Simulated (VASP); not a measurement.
# B2P3 (Immm) in VASP: single point with PBE

Aim: the single point of B2P3 with PBE.

Program: VASP 6.6.1. These are calculated values, not measurements. Logs are shortened: lines on timing, memory, paths and dates and some standing lists are left out, and cuts for length are marked.

### Step 1. The cell of the first run

Symmetry: Immm, No. 71, orthorhombic system. Conventional cell: a = 3.188 Å, b = 5.858 Å, c = 6.053 Å, α = 90.00°, β = 90.00°, γ = 90.00°. B (site symmetry m2m) has 8 P at 2.12 to 2.54 Å and 1 B at 2.79 Å within 2.8 Å. P (site symmetry mm2) has 6 B at 2.26 to 2.54 Å and 3 P at 2.39 to 2.50 Å within 3.0 Å. P (site symmetry mmm) has 4 B at 2.12 Å and 4 P at 2.39 Å within 2.8 Å.

The cell was built from a structure type or drawn by symmetry, and may not be a known phase.

### Step 2. Single point, PBE

INCAR

```
  PREC = Accurate
  ENCUT = 500
  EDIFF = 1E-6
  ISMEAR = 0
  SIGMA = 0.2
  LREAL = F
  LASPH = T
  NELM = 120
  ALGO = Normal
  ISIF = 2
  LWAVE = F
  LCHARG = F
  GGA = PE
  NBANDS = 18
  GGA_COMPAT = F
```

KPOINTS

```
Automatic mesh
0
Gamma
  5 5 5
```

POSCAR

```
B2P3
1.0
   -1.5938821429      3.0267059847      2.9289896060
    1.5938821429     -3.0267059847      2.9289896060
    1.5938821429      3.0267059847     -2.9289896060
B P
2 3
Direct
    0.2616360575      0.7616360575      0.5000000000
    0.7383639425      0.2383639425      0.5000000000
    0.7936444205      0.0000000000      0.7936444205
    0.5000000000      0.5000000000      0.0000000000
    0.2063555795      0.0000000000      0.2063555795
```

Potentials or basis: VASP PAW PBE potentials, release 64 (B, P).

The run is started by

```
$ cat potpaw_PBE.64/B/POTCAR potpaw_PBE.64/P/POTCAR > POTCAR
$ mpirun -np 1 vasp_std > vasp.out
```

OUTCAR:

```text
PREC = Accurate
   ENCUT = 500
   EDIFF = 1E-6
   ISMEAR = 0
   LREAL = F
   LASPH = T
   NELM = 120
   ISIF = 2
   GGA = PE

 ion  position               nearest neighbor table
   1  0.262  0.762  0.500-   4 2.12   4 2.12   5 2.26   3 2.26   5 2.54   3 2.54   5 2.54   3 2.54

   2  0.738  0.238  0.500-   4 2.12   4 2.12   3 2.26   5 2.26   5 2.54   3 2.54   5 2.54   3 2.54

   3  0.794  0.000  0.794-   2 2.26   1 2.26   4 2.39   4 2.39   5 2.50   1 2.54   2 2.54   1 2.54
                             2 2.54
   4  0.500  0.500  0.000-   2 2.12   1 2.12   2 2.12   1 2.12   3 2.39   3 2.39   5 2.39   5 2.39

   5  0.206  0.000  0.206-   2 2.26   1 2.26   4 2.39   4 2.39   3 2.50   1 2.54   1 2.54   2 2.54
                             2 2.54

  LATTYP: Found a body centered orthorhombic cell.
 ALAT       =     3.1877642858
 B/A-ratio  =     1.8376450348
 C/A-ratio  =     1.8989521893

  Lattice vectors:

 A1 = (   1.5938821429,  -3.0267059847,  -2.9289896060)
 A2 = (  -1.5938821429,  -3.0267059847,   2.9289896060)
 A3 = (  -1.5938821429,   3.0267059847,  -2.9289896060)

Analysis of symmetry for initial positions (statically):
=====================================================================
 Subroutine PRICEL returns:
 Original cell was already a primitive cell.

 Routine SETGRP: Setting up the symmetry group for a
 body centered orthorhombic supercell.

 Subroutine GETGRP returns: Found  8 space group operations
 (whereof  8 operations were pure point group operations)
 out of a pool of  8 trial point group operations.

The static configuration has the point symmetry D_2h.

Analysis of symmetry for dynamics (positions and initial velocities):
=====================================================================
 Subroutine PRICEL returns:
 Original cell was already a primitive cell.

 Routine SETGRP: Setting up the symmetry group for a
 body centered orthorhombic supercell.

 Subroutine GETGRP returns: Found  8 space group operations
 (whereof  8 operations were pure point group operations)
 out of a pool of  8 trial point group operations.

The dynamic configuration has the point symmetry D_2h.

 Subroutine INISYM returns: Found  8 space group operations
 (whereof  8 operations are pure point group operations),
 and found     1 'primitive' translations

----------------------------------------------------------------------------------------

                                     Primitive cell

  volume of cell :      56.5203

  direct lattice vectors                    reciprocal lattice vectors
    -1.593882143  3.026705985  2.928989606     0.000000000  0.165196092  0.170707332
     1.593882143 -3.026705985  2.928989606     0.313699480  0.000000000  0.170707332
     1.593882143  3.026705985 -2.928989606     0.313699480  0.165196092  0.000000000

  length of vectors
     4.503375347  4.503375347  4.503375347     0.237551556  0.357139128  0.354537886

  position of ions in fractional coordinates (direct lattice)
     0.261636057  0.761636057  0.500000000
     0.738363943  0.238363943  0.500000000
     0.793644421  0.000000000  0.793644421
     0.500000000  0.500000000  0.000000000
     0.206355579  0.000000000  0.206355579

  ion indices of the primitive-cell ions
   primitive index   ion index
                 1           1
                 2           2
                 3           3
                 4           4
                 5           5

----------------------------------------------------------------------------------------

 KPOINTS: Automatic mesh

Automatic generation of k-mesh.
 Grid dimensions read from file:
 generate k-points for:    5    5    5

 Generating k-lattice:

  Cartesian coordinates                     Fractional coordinates (reciprocal lattice)
     0.000000000  0.033039218  0.034141466     0.200000000  0.000000000  0.000000000
     0.062739896  0.000000000  0.034141466     0.000000000  0.200000000 -0.000000000
     0.062739896  0.033039218  0.000000000     0.000000000 -0.000000000  0.200000000

  Length of vectors
     0.047510311  0.071427826  0.070907577

  Shift w.r.t. Gamma in fractional coordinates (k-lattice)
     0.000000000  0.000000000  0.000000000

 Subroutine IBZKPT returns following result:
 ===========================================

 Found     27 irreducible k-points:

 Following reciprocal coordinates:
            Coordinates               Weight
  0.000000  0.000000  0.000000      1.000000
  0.200000  0.000000 -0.000000      4.000000
  0.400000  0.000000  0.000000      4.000000
  0.000000  0.200000 -0.000000      4.000000
  0.200000  0.200000  0.000000      8.000000
  0.400000  0.200000 -0.000000      8.000000
[... 16 lines left out ...]
 -0.400000 -0.200000  0.200000      4.000000
 -0.200000 -0.200000  0.200000      2.000000
 [... further k-points ...]
   k-points           NKPTS =     27   k-points in BZ     NKDIM =     27   number of bands    NBANDS=     18
   number of dos      NEDOS =    301   number of ions     NIONS =      5
   total plane-waves  NPLWV =  46656
   dimension x,y,z NGX =    36 NGY =   36 NGZ =   36
   dimension x,y,z NGXF=    72 NGYF=   72 NGZF=   72
   ions per type =               2   3
   NGX,Y,Z   is equivalent  to a cutoff of  13.29, 13.29, 13.29 a.u.
   NGXF,Y,Z  is equivalent  to a cutoff of  26.58, 26.58, 26.58 a.u.
 SYSTEM =  unknown system
   PREC   = accura    normal or accurate (medium, high low for compatibility)
   ISTART =      0    job   : 0-new  1-cont  2-samecut
   ICHARG =      2    charge: 1-file 2-atom 10-const
   ISPIN  =      1    spin polarized calculation?
   LNONCOLLINEAR =      F non collinear calculations
   LSORBIT =      F    spin-orbit coupling
   LASPH  =      T    aspherical Exc in radial PAW
   ENCUT  =  500.0 eV  36.75 Ry    6.06 a.u.   8.21  8.21  8.21*2*pi/ulx,y,z
   NELM   =    120;   NELMIN=  2; NELMDL= -5     # of ELM steps
   EDIFF  = 0.1E-05   stopping-criterion for ELM
   LREAL  =      F    real-space projection
   EDIFFG = 0.1E-04   stopping-criterion for IOM
   NSW    =      0    number of steps for IOM
   IBRION =     -1    ionic relax: 0-MD 1-quasi-New 2-CG
   NFREE  =      0    steps in history (QN), initial steepest desc. (CG)
   ISIF   =      2    stress and relaxation
   ISYM   =      2    0-nonsym 1-usesym 2-fastsym
   POTIM  = 0.5000    time-step for ionic-motion
   TEBEG  =    0.0;   TEEND  =   0.0 temperature during run
   PSTRESS=    0.0 pullay stress
   NELECT =      21.0000    total number of electrons
   NUPDOWN=      -1.0000    fix difference up-down
   EMIN   =  10.00;   EMAX   =-10.00  energy-range for DOS
   EFERMI =   0.00;   METHOD = LEGACY
   ISMEAR =     0;   SIGMA  =   0.20  broadening in eV -4-tet -1-fermi 0-gaus
   EFERMI_NEDOS =   21; number of points for ismear=-14 and -15
   IALGO  =     38    algorithm
   IMIX   =      4    mixing-type and parameters
     AMIX     =   0.40;   BMIX     =  1.00
     AMIX_MAG =   1.60;   BMIX_MAG =  1.00
  volume/ion in A,a.u.               =      11.30        76.28
  Fermi-wavevector in a.u.,A,eV,Ry     =   1.176919  2.224054 18.845945  1.385138
  Thomas-Fermi vector in A             =   2.313274
   LORBIT       =      0    0 simple, 1 ext, 2 COOP (PROOUT), +10 PAW based schemes
   GGA     = PE    functional components
   LHFCALC =     F    Hartree Fock is set to
   AEXX    =    0.0000 exact exchange contribution
   IVDW    =     0    specifies the selected vdW correction
   LEPSILON=     F    determine dielectric tensor
   LRPA    =     F    only Hartree local field effects (RPA)
 non-spin polarized calculation
 Gauss-broadening in eV      SIGMA  =   0.20
  energy-cutoff  :      500.00
  volume of cell :       56.52
 maximum number of plane-waves:      1449
 NGX is ok and might be reduce to    36
   NGX = 17   NGY = 17   NGZ = 17

 number of electron      20.9999999 magnetization

 Free energy of the ion-electron system (eV)
  ---------------------------------------------------
  ext. energy  EPLUGINS =         0.00000000
  ---------------------------------------------------
  free energy    TOTEN  =       -24.22681267 eV

  energy without entropy =      -24.20494894  energy(sigma->0) =      -24.21588080

 E-fermi :   9.4355     XC(G=0): -11.6807

 val. band max:        9.3512405906   @ k =   0.4000  -0.4000   0.2000
 cond. band min:       9.4506543709   @ k =   0.0000   0.0000   0.0000
 fundamental gap:      0.0994137804
 Fermi energy:         9.4354678734

 k-point     1 :       0.0000    0.0000    0.0000
  band No.  band energies     occupation
      1      -7.8014      2.00000
      2      -1.3082      2.00000
      3      -0.9850      2.00000
      4       1.4002      2.00000
      5       2.7512      2.00000
      6       5.5039      2.00000
[... 10 lines left out ...]
     17      14.2143      0.00000
     18      18.5976      0.00000

 k-point     2 :       0.2000    0.0000   -0.0000
  band No.  band energies     occupation
      1      -7.5611      2.00000
      2      -2.8795      2.00000
      3      -0.0207      2.00000
      4       1.4253      2.00000
      5       4.2235      2.00000
      6       4.6682      2.00000
[... 10 lines left out ...]
     17      15.3888      0.00000
     18      17.0027      0.00000

 k-point     3 :       0.4000    0.0000    0.0000
  band No.  band energies     occupation
      1      -6.9910      2.00000
      2      -4.3936      2.00000
      3       0.8997      2.00000
      4       1.9006      2.00000
      5       3.0170      2.00000
      6       3.9057      2.00000
[... 10 lines left out ...]
     17      15.7528      0.00000
     18      16.0767      0.00000

 k-point     4 :       0.0000    0.2000   -0.0000
  band No.  band energies     occupation
      1      -7.1540      2.00000
      2      -1.2412      2.00000
      3      -1.0183      2.00000
      4       2.0463      2.00000
      5       2.5579      2.00000
      6       3.8341      2.00000
[... 10 lines left out ...]
     17      16.4119      0.00000
     18      16.5872      0.00000

 k-point     5 :       0.2000    0.2000    0.0000
  band No.  band energies     occupation
      1      -6.7133      2.00000
      2      -3.0842      2.00000
      3      -0.3371      2.00000
      4       1.6307      2.00000
      5       2.9149      2.00000
      6       4.3830      2.00000
[... 10 lines left out ...]
     17      15.0617      0.00000
     18      16.5649      0.00000

 k-point     6 :       0.4000    0.2000   -0.0000
  band No.  band energies     occupation
      1      -6.2592      2.00000
      2      -4.1256      2.00000
      3       0.6860      2.00000
      4       1.2723      2.00000
      5       2.4621      2.00000
      6       3.7569      2.00000
[... 307 lines left out ...]
 k-point    21 :       0.2000   -0.2000    0.2000
  band No.  band energies     occupation
      1      -7.3154      2.00000
      2      -3.4536      2.00000
      3      -0.1780      2.00000
      4       2.1674      2.00000
      5       2.4335      2.00000
      6       4.9628      2.00000
[... 10 lines left out ...]
     17      15.7765      0.00000
     18      16.6805      0.00000

 k-point    22 :       0.4000   -0.2000    0.2000
  band No.  band energies     occupation
      1      -6.7731      2.00000
      2      -4.3130      2.00000
      3      -0.3754      2.00000
      4       0.4844      2.00000
      5       4.0025      2.00000
      6       4.6238      2.00000
[... 10 lines left out ...]
     17      15.1716      0.00000
     18      15.3227      0.00000

 k-point    23 :      -0.4000   -0.2000    0.2000
  band No.  band energies     occupation
      1      -6.8123      2.00000
      2      -4.0358      2.00000
      3      -1.3890      2.00000
      4       1.1508      2.00000
      5       4.6401      2.00000
      6       4.9676      2.00000
[... 10 lines left out ...]
     17      15.3865      0.00000
     18      15.5905      0.00000

 k-point    24 :      -0.2000   -0.2000    0.2000
  band No.  band energies     occupation
      1      -7.3437      2.00000
      2      -2.4061      2.00000
      3      -2.2412      2.00000
      4       2.5735      2.00000
      5       4.5957      2.00000
      6       4.8645      2.00000
[... 10 lines left out ...]
     17      16.2121      0.00000
     18      16.9479      0.00000

 [... further k-points ...]

------------------------ aborting loop because EDIFF is reached ----------------------------------------

  FORCE on cell =-STRESS in cart. coord.  units (eV):
  Direction    XX          YY          ZZ          XY          YZ          ZX
  --------------------------------------------------------------------------------------
  -------------------------------------------------------------------------------------
  Total        0.0096805     -0.0820827     -0.1481950      0.0000000      0.0000000      0.0000000
  in kB        0.2744117     -2.3267949     -4.2008754      0.0000000      0.0000000      0.0000000
  external PRESSURE =      -2.0844195 kB  Pullay stress =       0.0000000 kB

 VOLUME and BASIS-vectors are now :
 -----------------------------------------------------------------------------
  energy-cutoff  :      500.00
  volume of cell :       56.52
      direct lattice vectors                 reciprocal lattice vectors
    -1.593882143  3.026705985  2.928989606     0.000000000  0.165196092  0.170707332
     1.593882143 -3.026705985  2.928989606     0.313699480  0.000000000  0.170707332
     1.593882143  3.026705985 -2.928989606     0.313699480  0.165196092  0.000000000

 POSITION                                       TOTAL-FORCE (eV/Angst)
 -----------------------------------------------------------------------------------
      1.59388     -0.00000      1.53266        -0.000000      0.000000      0.048398
     -0.00000      3.02671      1.39633        -0.000000      0.000000     -0.048398
      0.00000      4.80426      0.00000         0.000000     -0.018989     -0.000000
      0.00000      0.00000      2.92899         0.000000      0.000000     -0.000000
      0.00000      1.24916      0.00000         0.000000      0.018989     -0.000000
 -----------------------------------------------------------------------------------
    total drift:                               -0.000000      0.000000      0.000000

  FREE ENERGIE OF THE ION-ELECTRON SYSTEM (eV)
  ---------------------------------------------------
  free  energy   TOTEN  =       -24.2268126680 eV

  energy  without entropy=      -24.2049489382  energy(sigma->0) =      -24.21588080
```

It took 38 s on 1 thread of Intel Xeon 8259CL, shared host; peak memory 0.2 GiB.

What came out:

```
Free energy            : -24.2268 eV
Pressure               : -0.2 GPa
Largest force          : 0.048 eV/Å
Band gap on the k mesh : zero (an odd number of electrons rules out a gap without spin polarisation)
```

Forces in eV/Å, atoms in the order of the input:
```
B    0.000  0.000  0.048
B    0.000  0.000 -0.048
P    0.000 -0.019  0.000
P    0.000  0.000  0.000
P    0.000  0.019  0.000
```

Caveat: the k points lie up to 0.45 Å⁻¹ apart, too coarse for converged energies and pressures of a metal.
